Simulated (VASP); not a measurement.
# SrTiO3 in VASP: further runs

SrTiO3 is run at these levels: PBE; tasks: single point.

Everything below comes from runs of VASP 6.6.1. Logs are shortened: lines on timing, memory, paths and dates and some standing lists are left out, and cuts for length are marked.

### Step 1. The cell of the first run

The structure is monoclinic, space group C2/m (No. 12). Conventional cell: a = 7.894 Å, b = 7.804 Å, c = 5.534 Å, α = 90.00°, β = 134.41°, γ = 90.00°. Within 3.5 Å of Sr (site symmetry m) lie 12 O at 2.65 to 2.95 Å and 8 Ti at 3.39 to 3.43 Å. Within 2.6 Å of Ti (site symmetry -1) lie 6 O at 1.96 to 1.98 Å. Within 2.6 Å of O (site symmetry 2) lie 2 Ti at 1.97 Å. O (site symmetry m) has 2 Ti at 1.96 Å within 2.6 Å. Within 2.6 Å of O (site symmetry 2) lie 2 Ti at 1.98 Å.

### Step 2. Single point, PBE

Input file INCAR:

```
SYSTEM = SrTiO3
PREC = Accurate
ENCUT = 520
EDIFF = 1E-7
ISMEAR = 0
SIGMA = 0.05
LREAL = .False.
LASPH = .True.
NELM = 100
ALGO = Normal
ISIF = 2
LWAVE = .False.
LCHARG = .False.
GGA = PE
NBANDS = 51
```

Input file KPOINTS:

```
regular mesh
0
Gamma
  8 8 8
  0 0 0
```

Input file POSCAR:

```
SrTiO3
1.0
   -2.7328611687      2.7853526432      3.9467274087
    2.7853526432     -2.7328611687      3.9467274087
    2.7698029534      2.7698029534     -3.9097856240
Sr Ti O
2 2 6
Direct
    0.7500000000      0.2500000000      0.5000000000
    0.2500000000      0.7500000000      0.5000000000
    0.0000000000      0.0000000000      0.0000000000
    0.5000000000      0.5000000000      0.0000000000
    0.2500000000      0.2500000000      0.0000000000
    0.7500000000      0.7500000000      0.0000000000
    0.7280787197      0.2280787197      0.9561574394
    0.2280787197      0.2719212803      0.5000000000
    0.2719212803      0.7719212803      0.0438425606
    0.7719212803      0.7280787197      0.5000000000
```

Potentials or basis: VASP PAW PBE potentials, release 64 (Sr_sv, Ti_sv, O).

Command:

```console
$ cat potpaw_PBE.64/Sr_sv/POTCAR potpaw_PBE.64/Ti_sv/POTCAR potpaw_PBE.64/O/POTCAR > POTCAR
$ mpirun -np 1 vasp_std > vasp.out
```

OUTCAR:

```text
SYSTEM = SrTiO3
   PREC = Accurate
   ENCUT = 520
   EDIFF = 1E-7
   ISMEAR = 0
   LREAL = .False.
   LASPH = .True.
   NELM = 100
   ISIF = 2
   GGA = PE

 ion  position               nearest neighbor table
   1  0.750  0.250  0.500-   7 2.65   8 2.66  10 2.66   9 2.70   5 2.78   6 2.78   6 2.78   5 2.78
                             7 2.89   8 2.90  10 2.90   9 2.95   4 3.39   3 3.39   4 3.39   3 3.39
   2  0.250  0.750  0.500-   9 2.65   8 2.66  10 2.66   7 2.70   5 2.78   6 2.78   5 2.78   6 2.78
                             9 2.89   8 2.90  10 2.90   7 2.95   4 3.39   3 3.39   4 3.39   3 3.39
   3  0.000  0.000  0.000-   7 1.96   9 1.96   5 1.97   6 1.97   8 1.98  10 1.98   1 3.39   1 3.39
                             2 3.39   2 3.39   1 3.43   2 3.43   1 3.43   2 3.43
   4  0.500  0.500  0.000-   7 1.96   9 1.96   5 1.97   6 1.97  10 1.98   8 1.98   1 3.39   1 3.39
                             2 3.39   2 3.39   2 3.43   1 3.43   2 3.43   1 3.43
   5  0.250  0.250  0.000-   3 1.97   4 1.97   1 2.78   2 2.78   2 2.78   1 2.78
   6  0.750  0.750  0.000-   3 1.97   4 1.97   1 2.78   2 2.78   1 2.78   2 2.78
   7  0.728  0.228  0.956-   3 1.96   4 1.96   1 2.65   2 2.70   1 2.89   2 2.95
   8  0.228  0.272  0.500-   4 1.98   3 1.98   1 2.66   2 2.66   1 2.90   2 2.90
   9  0.272  0.772  0.044-   3 1.96   4 1.96   2 2.65   1 2.70   2 2.89   1 2.95
  10  0.772  0.728  0.500-   3 1.98   4 1.98   1 2.66   2 2.66   1 2.90   2 2.90

  LATTYP: Found a base centered monoclinic cell.
 ALAT       =     7.8938038780
 B/A-ratio  =     0.9886149863
 C/A-ratio  =     0.7011120847
 COS(beta)  =    -0.6997591590

  Lattice vectors:

 A1 = (  -2.7328611687,   2.7853526432,   3.9467274087)
 A2 = (   2.7853526432,  -2.7328611687,   3.9467274087)
 A3 = (   2.7698029534,   2.7698029534,  -3.9097856240)

Analysis of symmetry for initial positions (statically):
=====================================================================
 Subroutine PRICEL returns:
 Original cell was already a primitive cell.

 Routine SETGRP: Setting up the symmetry group for a
 base centered monoclinic supercell.

 Subroutine GETGRP returns: Found  4 space group operations
 (whereof  2 operations were pure point group operations)
 out of a pool of  4 trial point group operations.

The static configuration has the point symmetry S_2 .
 The point group associated with its full space group is C_2h.

Analysis of symmetry for dynamics (positions and initial velocities):
=====================================================================
 Subroutine PRICEL returns:
 Original cell was already a primitive cell.

 Routine SETGRP: Setting up the symmetry group for a
 base centered monoclinic supercell.

 Subroutine GETGRP returns: Found  4 space group operations
 (whereof  2 operations were pure point group operations)
 out of a pool of  4 trial point group operations.

The dynamic configuration has the point symmetry S_2 .
 The point group associated with its full space group is C_2h.

 Subroutine INISYM returns: Found  4 space group operations
 (whereof  2 operations are pure point group operations),
 and found     1 'primitive' translations

----------------------------------------------------------------------------------------

                                     Primitive cell

  volume of cell :     121.7789

  direct lattice vectors                    reciprocal lattice vectors
    -2.732861169  2.785352643  3.946727409    -0.002026261  0.179191799  0.125509089
     2.785352643 -2.732861169  3.946727409     0.179191799 -0.002026261  0.125509089
     2.769802953  2.769802953 -3.909785624     0.178839494  0.178839494 -0.002378565

  length of vectors
     5.550078986  5.550078986  5.534441293     0.218783770  0.218783770  0.252928423

  position of ions in fractional coordinates (direct lattice)
     0.750000000  0.250000000  0.500000000
     0.250000000  0.750000000  0.500000000
     0.000000000  0.000000000  0.000000000
     0.500000000  0.500000000  1.000000000
     0.250000000  0.250000000  1.000000000
     0.750000000  0.750000000  1.000000000
     0.728078720  0.228078720  0.956157439
     0.228078720  0.271921280  0.500000000
     0.271921280  0.771921280  0.043842561
     0.771921280  0.728078720  0.500000000

  ion indices of the primitive-cell ions
   primitive index   ion index
                 1           1
                 2           2
                 3           3
                 4           4
                 5           5
                 6           6
                 7           7
                 8           8
                 9           9
                10          10

----------------------------------------------------------------------------------------

 KPOINTS: regular mesh

Automatic generation of k-mesh.
 Grid dimensions read from file:
 generate k-points for:    8    8    8

 Generating k-lattice:

  Cartesian coordinates                     Fractional coordinates (reciprocal lattice)
    -0.000253283  0.022398975  0.015688636     0.125000000 -0.000000000  0.000000000
     0.022398975 -0.000253283  0.015688636    -0.000000000  0.125000000  0.000000000
     0.022354937  0.022354937 -0.000297321    -0.000000000 -0.000000000  0.125000000

  Length of vectors
     0.027347971  0.027347971  0.031616053

  Shift w.r.t. Gamma in fractional coordinates (k-lattice)
     0.000000000  0.000000000  0.000000000

 Subroutine IBZKPT returns following result:
 ===========================================

 Found    150 irreducible k-points:

 Following reciprocal coordinates:
            Coordinates               Weight
  0.000000  0.000000  0.000000      1.000000
  0.125000 -0.000000 -0.000000      4.000000
  0.250000 -0.000000 -0.000000      4.000000
  0.375000 -0.000000 -0.000000      4.000000
  0.500000 -0.000000 -0.000000      2.000000
  0.125000  0.125000  0.000000      2.000000
[... 16 lines left out ...]
  0.125000  0.000000  0.125000      4.000000
  0.250000 -0.000000  0.125000      4.000000
 [... further k-points ...]
   k-points           NKPTS =    150   k-points in BZ     NKDIM =    150   number of bands    NBANDS=     51
   number of dos      NEDOS =    301   number of ions     NIONS =     10
   total plane-waves  NPLWV =  74088
   dimension x,y,z NGX =    42 NGY =   42 NGZ =   42
   dimension x,y,z NGXF=    84 NGYF=   84 NGZF=   84
   ions per type =               2   2   6
   NGX,Y,Z   is equivalent  to a cutoff of  12.58, 12.58, 12.62 a.u.
   NGXF,Y,Z  is equivalent  to a cutoff of  25.16, 25.16, 25.23 a.u.
 SYSTEM =  SrTiO3
   PREC   = accura    normal or accurate (medium, high low for compatibility)
   ISTART =      0    job   : 0-new  1-cont  2-samecut
   ICHARG =      2    charge: 1-file 2-atom 10-const
   ISPIN  =      1    spin polarized calculation?
   LNONCOLLINEAR =      F non collinear calculations
   LSORBIT =      F    spin-orbit coupling
   LASPH  =      T    aspherical Exc in radial PAW
   ENCUT  =  520.0 eV  38.22 Ry    6.18 a.u.  10.32 10.32 10.29*2*pi/ulx,y,z
   NELM   =    100;   NELMIN=  2; NELMDL= -5     # of ELM steps
   EDIFF  = 0.1E-06   stopping-criterion for ELM
   LREAL  =      F    real-space projection
   EDIFFG = 0.1E-05   stopping-criterion for IOM
   NSW    =      0    number of steps for IOM
   IBRION =     -1    ionic relax: 0-MD 1-quasi-New 2-CG
   NFREE  =      0    steps in history (QN), initial steepest desc. (CG)
   ISIF   =      2    stress and relaxation
   ISYM   =      2    0-nonsym 1-usesym 2-fastsym
   POTIM  = 0.5000    time-step for ionic-motion
   TEBEG  =    0.0;   TEEND  =   0.0 temperature during run
   PSTRESS=    0.0 pullay stress
   NELECT =      80.0000    total number of electrons
   NUPDOWN=      -1.0000    fix difference up-down
   EMIN   =  10.00;   EMAX   =-10.00  energy-range for DOS
   EFERMI =   0.00;   METHOD = LEGACY
   ISMEAR =     0;   SIGMA  =   0.05  broadening in eV -4-tet -1-fermi 0-gaus
   EFERMI_NEDOS =   21; number of points for ismear=-14 and -15
   IALGO  =     38    algorithm
   IMIX   =      4    mixing-type and parameters
     AMIX     =   0.40;   BMIX     =  1.00
     AMIX_MAG =   1.60;   BMIX_MAG =  1.00
  volume/ion in A,a.u.               =      12.18        82.18
  Fermi-wavevector in a.u.,A,eV,Ry     =   1.423139  2.689343 27.556227  2.025326
  Thomas-Fermi vector in A             =   2.543769
   LORBIT       =      0    0 simple, 1 ext, 2 COOP (PROOUT), +10 PAW based schemes
   GGA     = PE    functional components
   LHFCALC =     F    Hartree Fock is set to
   AEXX    =    0.0000 exact exchange contribution
   IVDW    =     0    specifies the selected vdW correction
   LEPSILON=     F    determine dielectric tensor
   LRPA    =     F    only Hartree local field effects (RPA)
 non-spin polarized calculation
 Gauss-broadening in eV      SIGMA  =   0.05
  energy-cutoff  :      520.00
  volume of cell :      121.78
 maximum number of plane-waves:      3302
 NGX is ok and might be reduce to    42
   NGX = 21   NGY = 21   NGZ = 21

 number of electron      80.0000026 magnetization

 Free energy of the ion-electron system (eV)
  ---------------------------------------------------
  ext. energy  EPLUGINS =         0.00000000
  ---------------------------------------------------
  free energy    TOTEN  =       -80.19117845 eV

  energy without entropy =      -80.19117845  energy(sigma->0) =      -80.19117845

 E-fermi :   4.1999     XC(G=0): -11.1538

 val. band max:        3.9028675190   @ k =   0.0000   0.0000   0.1250
 cond. band min:       5.7679626352   @ k =   0.0000   0.0000   0.0000
 fundamental gap:      1.8650951161
 Fermi energy:         4.1998569484

 k-point     1 :       0.0000    0.0000    0.0000
  band No.  band energies     occupation
      1     -52.6278      2.00000
      2     -52.6238      2.00000
      3     -28.9229      2.00000
      4     -28.9170      2.00000
      5     -28.9000      2.00000
      6     -28.8628      2.00000
[... 43 lines left out ...]
     50       9.6443      0.00000
     51      10.0819      0.00000
[... 1240 lines left out ...]
     50      10.5928      0.00000
     51      10.8566      0.00000

 [... further k-points ...]
[... 5 lines left out ...]
  --------------------------------------------------------------------------------------
  -------------------------------------------------------------------------------------
  Total        0.5215758      0.5215758      0.4956137     -1.1046821     -1.1331182     -1.1331184
  in kB        6.8620805      6.8620805      6.5205115    -14.5336828    -14.9078010    -14.9078026
  external PRESSURE =       6.7482241 kB  Pullay stress =       0.0000000 kB

 VOLUME and BASIS-vectors are now :
 -----------------------------------------------------------------------------
  energy-cutoff  :      520.00
  volume of cell :      121.78
      direct lattice vectors                 reciprocal lattice vectors
    -2.732861169  2.785352643  3.946727409    -0.002026261  0.179191799  0.125509089
     2.785352643 -2.732861169  3.946727409     0.179191799 -0.002026261  0.125509089
     2.769802953  2.769802953 -3.909785624     0.178839494  0.178839494 -0.002378565

 POSITION                                       TOTAL-FORCE (eV/Angst)
 -----------------------------------------------------------------------------------
      0.03159      2.79070      1.99183        -0.021392     -0.021392     -0.015859
      2.79070      0.03159      1.99183         0.021392      0.021392      0.015859
      0.00000      0.00000      0.00000        -0.000000      0.000000      0.000000
      0.02625      0.02625      3.94673        -0.000000      0.000000      0.000000
      0.01312      0.01312      1.97336         0.002221     -0.002221      0.000000
      0.03937      0.03937      5.92009        -0.002221      0.002221      0.000000
      1.29391      4.05302      0.03532        -0.000342     -0.000342     -0.018325
      1.51899      1.27706      0.01847        -0.006838      0.006838      0.000000
      1.52839     -1.23072      3.94835         0.000342      0.000342      0.018325
      1.30330      1.54524      3.96520         0.006838     -0.006838      0.000000
 -----------------------------------------------------------------------------------
    total drift:                               -0.000000      0.000000      0.000000

  FREE ENERGIE OF THE ION-ELECTRON SYSTEM (eV)
  ---------------------------------------------------
  free  energy   TOTEN  =       -80.1911784469 eV

  energy  without entropy=      -80.1911784469  energy(sigma->0) =      -80.19117845
```

It took 12 min on 1 thread of Intel Xeon 6975P-C (Granite Rapids), shared host; peak memory 0.8 GiB.

Results:

```yaml
Free_energy: -80.1912 eV
Pressure: 0.7 GPa
Largest_force: 0.034 eV/Å
Band_gap_on_the_k_mesh: 1.87 eV, indirect (the least direct gap lies 3.7 meV higher)
```

Forces on the atoms (eV/Å):
```
Sr  -0.021 -0.021 -0.016
Sr   0.021  0.021  0.016
Ti   0.000  0.000  0.000
Ti   0.000  0.000  0.000
O    0.002 -0.002  0.000
O   -0.002  0.002  0.000
O    0.000  0.000 -0.018
O   -0.007  0.007  0.000
O    0.000  0.000  0.018
O    0.007 -0.007  0.000
```

### Step 3. Single point, PBE

Changes to INCAR since step 2:

```diff
@@ -3,3 +3,3 @@
 ENCUT = 520
-EDIFF = 1E-7
+EDIFF = 1E-6
 ISMEAR = 0
@@ -8,3 +8,3 @@
 LASPH = .True.
-NELM = 100
+NELM = 80
 ALGO = Normal
```

Input file KPOINTS:

```
Automatic mesh
0
Gamma
  8 8 8
  0 0 0
```

Changes to POSCAR since step 2:

```diff
@@ -2,5 +2,5 @@
 1.0
-   -2.7328611687      2.7853526432      3.9467274087
-    2.7853526432     -2.7328611687      3.9467274087
-    2.7698029534      2.7698029534     -3.9097856240
+   -2.6878083238      2.7931859456      3.9467274087
+    2.7931859456     -2.6878083238      3.9467274087
+    2.7619696510      2.7619696510     -3.8725660815
 Sr Ti O
```

Potentials or basis: VASP PAW PBE potentials, release 64 (Sr_sv, Ti_sv, O).

Command:

```console
$ cat potpaw_PBE.64/Sr_sv/POTCAR potpaw_PBE.64/Ti_sv/POTCAR potpaw_PBE.64/O/POTCAR > POTCAR
$ mpirun -np 1 vasp_std > vasp.out
```

Run time: 17 min. Hardware: 1 thread of Intel Xeon Platinum 8559C (Emerald Rapids), shared host; peak memory 0.8 GiB.

The run converged. Its results:

```yaml
Free_energy: -80.1237 eV
Pressure: 0.9 GPa
Largest_force: 0.065 eV/Å
Band_gap_on_the_k_mesh: 1.82 eV, indirect (the least direct gap lies 3.9 meV higher)
```

Forces in eV/Å, atoms in the order of the input:
```
Sr  -0.042 -0.042 -0.027
Sr   0.042  0.042  0.027
Ti   0.000  0.000  0.000
Ti   0.000  0.000  0.000
O    0.005 -0.005  0.000
O   -0.005  0.005  0.000
O   -0.002 -0.002 -0.034
O   -0.010  0.010  0.000
O    0.002  0.002  0.034
O    0.010 -0.010  0.000
```

Stress tensor (GPa, compression positive):
```
 0.95 -2.92 -2.99
-2.92  0.95 -2.99
-2.99 -2.99  0.77
```

Levels at points of the mesh, in eV from the valence-band top:
```
           k point  band 36  band 37  band 38  band 39  band 40  band 41  band 42  band 43  band 44  band 45
(0.00, 0.00, 0.00)    -0.32    -0.24    -0.15    -0.03     0.00     1.82     1.84     1.94     3.92     4.16
(0.50, 0.00, 0.00)    -0.88    -0.73    -0.69    -0.54    -0.54     3.22     3.25     3.27     3.31     3.34
(0.50, 0.50, 0.00)    -1.58    -1.45    -0.88    -0.54    -0.09     1.99     3.49     3.67     3.70     3.76
(0.00, 0.00, 0.50)    -1.42    -1.36    -0.69    -0.69    -0.04     2.00     3.52     3.52     3.65     3.70
(0.50, 0.00, 0.50)    -0.97    -0.87    -0.80    -0.60    -0.56     3.21     3.24     3.25     3.30     3.37
(0.50, 0.50, 0.50)    -1.47    -1.46    -0.66    -0.66    -0.11     2.03     3.49     3.59     3.70     3.83
```

A k mesh can miss the band edges. PBE gaps usually lie below the measured ones, often by a third to a half.

(Continued in part 2 of 2.)
